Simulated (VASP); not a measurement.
# LiNbO3 (R-3c) in VASP: single point with r2SCAN+rVV10

Aim: the single point of LiNbO3 with r2SCAN+rVV10.

Everything below comes from runs of VASP 6.6.1. Logs are shortened: lines on timing, memory, paths and dates and some standing lists are left out, and cuts for length are marked.

## 1. The cell of the first run

Symmetry: R-3c, No. 167, trigonal system. Conventional cell: a = 5.171 Å, b = 5.171 Å, c = 13.651 Å, α = 90.00°, β = 90.00°, γ = 120.00°. Li (site symmetry 32) has 3 O at 1.95 Å within 2.6 Å. Nb (site symmetry -3) has 6 O at 1.98 Å within 2.6 Å. O (site symmetry 2) has 1 Li at 1.95 Å and 2 Nb at 1.98 Å within 2.6 Å.

## 2. Single point, r2SCAN+rVV10

File POSCAR:

```
LiNbO3
1.0
    2.5857215875      1.4928670546      4.5504039287
   -2.5857215875      1.4928670546      4.5504039287
    0.0000000000     -2.9857341092      4.5504039287
Li Nb O
2 2 6
Direct
    0.2500000000      0.2500000000      0.2500000000
    0.7500000000      0.7500000000      0.7500000000
    0.5000000000      0.5000000000      0.5000000000
    0.0000000000      0.0000000000      0.0000000000
    0.1268592149      0.3731407851      0.7500000000
    0.3731407851      0.7500000000      0.1268592149
    0.8731407851      0.6268592149      0.2500000000
    0.2500000000      0.8731407851      0.6268592149
    0.6268592149      0.2500000000      0.8731407851
    0.7500000000      0.1268592149      0.3731407851
```

File INCAR.step1:

```
SYSTEM = LiNbO3
PREC     = Accurate       ! precision mode
ENCUT    = 520            ! plane-wave cutoff, eV
ISMEAR   = -1             ! smearing method
SIGMA    = 0.03           ! smearing width, eV
LREAL    = .False.        ! projectors in reciprocal space
LASPH    = .True.         ! aspherical terms in the spheres
NELM     = 100            ! most SCF steps
NBANDS   = 45             ! bands
GGA      = PE             ! functional
ALGO     = Normal         ! electronic algorithm
EDIFF    = 1E-4           ! SCF threshold, eV
LWAVE    = .True.         ! write WAVECAR
LCHARG   = .False.        ! write CHGCAR
```

File INCAR.step2:

```
SYSTEM = LiNbO3
PREC     = Accurate       ! precision mode
ENCUT    = 520            ! plane-wave cutoff, eV
EDIFF    = 1E-6           ! SCF threshold, eV
ISMEAR   = -1             ! smearing method
SIGMA    = 0.03           ! smearing width, eV
LREAL    = .False.        ! projectors in reciprocal space
LASPH    = .True.         ! aspherical terms in the spheres
NELM     = 100            ! most SCF steps
ALGO     = Normal         ! electronic algorithm
ISIF     = 2              ! what is computed and relaxed
LWAVE    = .False.        ! write WAVECAR
LCHARG   = .False.        ! write CHGCAR
METAGGA  = R2SCAN         ! meta-GGA
LMIXTAU  = .True.       
LUSE_VDW = .True.       
IVDW_NL  = 2            
BPARAM   = 11.95        
CPARAM   = 0.0093       
NBANDS   = 45             ! bands
ISTART   = 1
```

File KPOINTS:

```
Automatic mesh
0
Gamma
  6 6 6
  0 0 0
```

Potentials or basis: VASP PAW PBE potentials, release 64 (Li_sv, Nb_sv, O).

Started as:

```console
$ cat potpaw_PBE.64/Li_sv/POTCAR potpaw_PBE.64/Nb_sv/POTCAR potpaw_PBE.64/O/POTCAR > POTCAR
$ cp INCAR.step1 INCAR
$ mpirun -np 1 vasp_std > vasp.out
$ cp INCAR.step2 INCAR
$ mpirun -np 1 vasp_std > vasp.out
```

OUTCAR:

```text
SYSTEM = LiNbO3
   PREC = Accurate
   ENCUT = 520
   EDIFF = 1E-6
   ISMEAR = -1
   LREAL = .False.
   LASPH = .True.
   NELM = 100
   ISIF = 2
   METAGGA = R2SCAN
   IVDW_NL = 2
   BPARAM = 11.95
   ISTART = 1

 ion  position               nearest neighbor table
   1  0.250  0.250  0.250-   7 1.95   8 1.95   9 1.95
   2  0.750  0.750  0.750-   5 1.95   6 1.95  10 1.95
   3  0.500  0.500  0.500-   8 1.98  10 1.98   9 1.98   6 1.98   7 1.98   5 1.98
   4  0.000  0.000  0.000-   6 1.98   9 1.98   8 1.98  10 1.98   7 1.98   5 1.98
   5  0.127  0.373  0.750-   2 1.95   3 1.98   4 1.98
   6  0.373  0.750  0.127-   2 1.95   4 1.98   3 1.98
   7  0.873  0.627  0.250-   1 1.95   3 1.98   4 1.98
   8  0.250  0.873  0.627-   1 1.95   3 1.98   4 1.98
   9  0.627  0.250  0.873-   1 1.95   4 1.98   3 1.98
  10  0.750  0.127  0.373-   2 1.95   3 1.98   4 1.98

  LATTYP: Found a trigonal (rhomboedric) cell.
 ALAT       =     5.4424979637
 COS(alpha) =     0.5485631907

  Lattice vectors:

 A1 = (   2.5857215875,   1.4928670546,   4.5504039287)
 A2 = (  -2.5857215875,   1.4928670546,   4.5504039287)
 A3 = (   0.0000000000,  -2.9857341092,   4.5504039287)

Analysis of symmetry for initial positions (statically):
=====================================================================
 Subroutine PRICEL returns:
 Original cell was already a primitive cell.

 Routine SETGRP: Setting up the symmetry group for a
 trigonal (rhombohedral) supercell.

 Subroutine GETGRP returns: Found 12 space group operations
 (whereof  6 operations were pure point group operations)
 out of a pool of 12 trial point group operations.

The static configuration has the point symmetry S_6 .
 The point group associated with its full space group is D_3d.

Analysis of symmetry for dynamics (positions and initial velocities):
=====================================================================
 Subroutine PRICEL returns:
 Original cell was already a primitive cell.

 Routine SETGRP: Setting up the symmetry group for a
 trigonal (rhombohedral) supercell.

 Subroutine GETGRP returns: Found 12 space group operations
 (whereof  6 operations were pure point group operations)
 out of a pool of 12 trial point group operations.

The dynamic configuration has the point symmetry S_6 .
 The point group associated with its full space group is D_3d.

 Subroutine INISYM returns: Found 12 space group operations
 (whereof  6 operations are pure point group operations),
 and found     1 'primitive' translations

----------------------------------------------------------------------------------------

                                     Primitive cell

  volume of cell :     105.3911

  direct lattice vectors                    reciprocal lattice vectors
     2.585721588  1.492867055  4.550403929     0.193369620  0.111642002  0.073253570
    -2.585721588  1.492867055  4.550403929    -0.193369620  0.111642002  0.073253570
     0.000000000 -2.985734109  4.550403929     0.000000000 -0.223284004  0.073253570

  length of vectors
     5.442497964  5.442497964  5.442497964     0.234993259  0.234993259  0.234993259

  position of ions in fractional coordinates (direct lattice)
     0.250000000  0.250000000  0.250000000
     0.750000000  0.750000000  0.750000000
     0.500000000  0.500000000  0.500000000
     0.000000000  0.000000000  0.000000000
     0.126859215  0.373140785  0.750000000
     0.373140785  0.750000000  0.126859215
     0.873140785  0.626859215  0.250000000
     0.250000000  0.873140785  0.626859215
     0.626859215  0.250000000  0.873140785
     0.750000000  0.126859215  0.373140785

  ion indices of the primitive-cell ions
   primitive index   ion index
                 1           1
                 2           2
                 3           3
                 4           4
                 5           5
                 6           6
                 7           7
                 8           8
                 9           9
                10          10

----------------------------------------------------------------------------------------

 KPOINTS: Automatic mesh

Automatic generation of k-mesh.
 Grid dimensions read from file:
 generate k-points for:    6    6    6

 Generating k-lattice:

  Cartesian coordinates                     Fractional coordinates (reciprocal lattice)
     0.032228270  0.018607000  0.012208928     0.166666667 -0.000000000 -0.000000000
    -0.032228270  0.018607000  0.012208928    -0.000000000  0.166666667 -0.000000000
     0.000000000 -0.037214001  0.012208928    -0.000000000 -0.000000000  0.166666667

  Length of vectors
     0.039165543  0.039165543  0.039165543

  Shift w.r.t. Gamma in fractional coordinates (k-lattice)
     0.000000000  0.000000000  0.000000000

 Subroutine IBZKPT returns following result:
 ===========================================

 Found     32 irreducible k-points:

 Following reciprocal coordinates:
            Coordinates               Weight
  0.000000  0.000000  0.000000      1.000000
  0.166667 -0.000000 -0.000000      6.000000
  0.333333 -0.000000  0.000000      6.000000
  0.500000  0.000000  0.000000      3.000000
  0.166667  0.166667  0.000000      6.000000
  0.333333  0.166667  0.000000     12.000000
[... 16 lines left out ...]
  0.500000  0.500000  0.166667      6.000000
 -0.333333  0.500000  0.166667     12.000000
 [... further k-points ...]
   k-points           NKPTS =     32   k-points in BZ     NKDIM =     32   number of bands    NBANDS=     45
   number of dos      NEDOS =    301   number of ions     NIONS =     10
   total plane-waves  NPLWV =  64000
   dimension x,y,z NGX =    40 NGY =   40 NGZ =   40
   dimension x,y,z NGXF=    80 NGYF=   80 NGZF=   80
   ions per type =               2   2   6
   NGX,Y,Z   is equivalent  to a cutoff of  12.22, 12.22, 12.22 a.u.
   NGXF,Y,Z  is equivalent  to a cutoff of  24.44, 24.44, 24.44 a.u.
 SYSTEM =  LiNbO3
   PREC   = accura    normal or accurate (medium, high low for compatibility)
   ISTART =      1    job   : 0-new  1-cont  2-samecut
   ICHARG =      0    charge: 1-file 2-atom 10-const
   ISPIN  =      1    spin polarized calculation?
   LNONCOLLINEAR =      F non collinear calculations
   LSORBIT =      F    spin-orbit coupling
   LASPH  =      T    aspherical Exc in radial PAW
   ENCUT  =  520.0 eV  38.22 Ry    6.18 a.u.  10.12 10.12 10.12*2*pi/ulx,y,z
   NELM   =    100;   NELMIN=  2; NELMDL=  0     # of ELM steps
   EDIFF  = 0.1E-05   stopping-criterion for ELM
   LREAL  =      F    real-space projection
   EDIFFG = 0.1E-04   stopping-criterion for IOM
   NSW    =      0    number of steps for IOM
   IBRION =     -1    ionic relax: 0-MD 1-quasi-New 2-CG
   NFREE  =      0    steps in history (QN), initial steepest desc. (CG)
   ISIF   =      2    stress and relaxation
   ISYM   =      2    0-nonsym 1-usesym 2-fastsym
   POTIM  = 0.5000    time-step for ionic-motion
   TEBEG  =    0.0;   TEEND  =   0.0 temperature during run
   PSTRESS=    0.0 pullay stress
   NELECT =      68.0000    total number of electrons
   NUPDOWN=      -1.0000    fix difference up-down
   EMIN   =  10.00;   EMAX   =-10.00  energy-range for DOS
   EFERMI =   0.00;   METHOD = LEGACY
   ISMEAR =    -1;   SIGMA  =   0.03  broadening in eV -4-tet -1-fermi 0-gaus
   EFERMI_NEDOS =   21; number of points for ismear=-14 and -15
   IALGO  =     38    algorithm
   IMIX   =      4    mixing-type and parameters
     AMIX     =   0.40;   BMIX     =  1.00
     AMIX_MAG =   1.60;   BMIX_MAG =  1.00
  volume/ion in A,a.u.               =      10.54        71.12
  Fermi-wavevector in a.u.,A,eV,Ry     =   1.414631  2.673265 27.227710  2.001180
  Thomas-Fermi vector in A             =   2.536153
   LORBIT       =      0    0 simple, 1 ext, 2 COOP (PROOUT), +10 PAW based schemes
   METAGGA = R2SCAN    functional components
   LHFCALC =     F    Hartree Fock is set to
   AEXX    =    0.0000 exact exchange contribution
   IVDW_NL    =     2    kernel type
   BPARAM     =11.9500
   IVDW    =     0    specifies the selected vdW correction
   LEPSILON=     F    determine dielectric tensor
   LRPA    =     F    only Hartree local field effects (RPA)
 non-spin polarized calculation
  energy-cutoff  :      520.00
  volume of cell :      105.39
 maximum number of plane-waves:      2908
   NGX = 21   NGY = 21   NGZ = 21

 number of electron      68.0000007 magnetization

 Free energy of the ion-electron system (eV)
  ---------------------------------------------------
  ext. energy  EPLUGINS =         0.00000000
  ---------------------------------------------------
  free energy    TOTEN  =      -116.56089226 eV

  energy without entropy =     -116.56089226  energy(sigma->0) =     -116.56089226

 E-fermi :   4.0467     XC(G=0): -11.5961

 val. band max:        3.4277619849   @ k =  -0.1667   0.1667   0.0000
 cond. band min:       6.4140644586   @ k =   0.5000   0.5000   0.0000
 fundamental gap:      2.9863024737
 Fermi energy:         4.0466656664

 k-point     1 :       0.0000    0.0000    0.0000
  band No.  band energies     occupation
      1     -52.7235      2.00000
      2     -52.7053      2.00000
      3     -40.5699      2.00000
      4     -40.5679      2.00000
      5     -28.2448      2.00000
      6     -28.2448      2.00000
[... 37 lines left out ...]
     44      15.1058      0.00000
     45      15.3547      0.00000

 k-point     2 :       0.1667   -0.0000   -0.0000
  band No.  band energies     occupation
      1     -52.7223      2.00000
      2     -52.7065      2.00000
      3     -40.5698      2.00000
      4     -40.5681      2.00000
      5     -28.2326      2.00000
      6     -28.2320      2.00000
[... 37 lines left out ...]
     44      14.6627      0.00000
     45      14.7154      0.00000

 k-point     3 :       0.3333   -0.0000    0.0000
  band No.  band energies     occupation
      1     -52.7189      2.00000
      2     -52.7098      2.00000
      3     -40.5695      2.00000
      4     -40.5685      2.00000
      5     -28.1983      2.00000
      6     -28.1964      2.00000
[... 997 lines left out ...]
     44      13.9701      0.00000
     45      14.2843      0.00000

 k-point    24 :      -0.3333    0.5000    0.1667
  band No.  band energies     occupation
      1     -52.7158      2.00000
      2     -52.7128      2.00000
      3     -40.5692      2.00000
      4     -40.5688      2.00000
      5     -28.2594      2.00000
      6     -28.2543      2.00000
[... 37 lines left out ...]
     44      14.0475      0.00000
     45      14.3622      0.00000

 [... further k-points ...]
[... 5 lines left out ...]
  --------------------------------------------------------------------------------------
  -------------------------------------------------------------------------------------
  Total       -0.0217493     -0.0217493     -0.0434444     -0.0000000     -0.0000000      0.0000000
  in kB       -0.3306367     -0.3306367     -0.6604507     -0.0000000     -0.0000000      0.0000000
  external PRESSURE =      -0.4405747 kB  Pullay stress =       0.0000000 kB

 VOLUME and BASIS-vectors are now :
 -----------------------------------------------------------------------------
  energy-cutoff  :      520.00
  volume of cell :      105.39
      direct lattice vectors                 reciprocal lattice vectors
     2.585721588  1.492867055  4.550403929     0.193369620  0.111642002  0.073253570
    -2.585721588  1.492867055  4.550403929    -0.193369620  0.111642002  0.073253570
     0.000000000 -2.985734109  4.550403929     0.000000000 -0.223284004  0.073253570

 POSITION                                       TOTAL-FORCE (eV/Angst)
 -----------------------------------------------------------------------------------
      0.00000      0.00000      3.41280        -0.000000     -0.000000      0.000000
      0.00000      0.00000     10.23841         0.000000     -0.000000      0.000000
      0.00000      0.00000      6.82561        -0.000000     -0.000000      0.000000
      0.00000      0.00000      0.00000        -0.000000     -0.000000      0.000000
     -0.63682     -1.49287      5.68800         0.009110     -0.000000      0.000000
     -0.97445      1.29793      5.68800        -0.004555     -0.007889      0.000000
      0.63682      1.49287      7.96321        -0.009110     -0.000000     -0.000000
     -1.61127     -0.19494      7.96321         0.004555     -0.007889      0.000000
      0.97445     -1.29793      7.96321         0.004555      0.007889      0.000000
      1.61127      0.19494      5.68800        -0.004555      0.007889      0.000000
 -----------------------------------------------------------------------------------
    total drift:                                0.000000      0.000000      0.000000

  FREE ENERGIE OF THE ION-ELECTRON SYSTEM (eV)
  ---------------------------------------------------
  free  energy   TOTEN  =      -116.5608922614 eV

  energy  without entropy=     -116.5608922613  energy(sigma->0) =     -116.56089226
```

Wall time 16 min (1 thread of Intel Xeon Platinum 8259CL at 2.50GHz (Skylake/Cascade Lake), shared host); peak memory 0.56 GiB.

Results:

```
Free energy            : -116.5609 eV
Largest force          : 0.009 eV/Å
Band gap on the k mesh : 2.99 eV (least direct gap 3.09 eV)
```

Forces on the atoms (eV/Å):
```
Li   0.000  0.000  0.000
Li   0.000  0.000  0.000
Nb   0.000  0.000  0.000
Nb   0.000  0.000  0.000
O    0.009  0.000  0.000
O   -0.005 -0.008  0.000
O   -0.009  0.000  0.000
O    0.005 -0.008  0.000
O    0.005  0.008  0.000
O   -0.005  0.008  0.000
```

Caveat: the cutoff is under 1.25 times the usual one of these potentials, so pressure, stress and relaxed cells hold a basis-set (Pulay) error; the PAW data sets were made with another functional, which shifts forces and pressure a little.
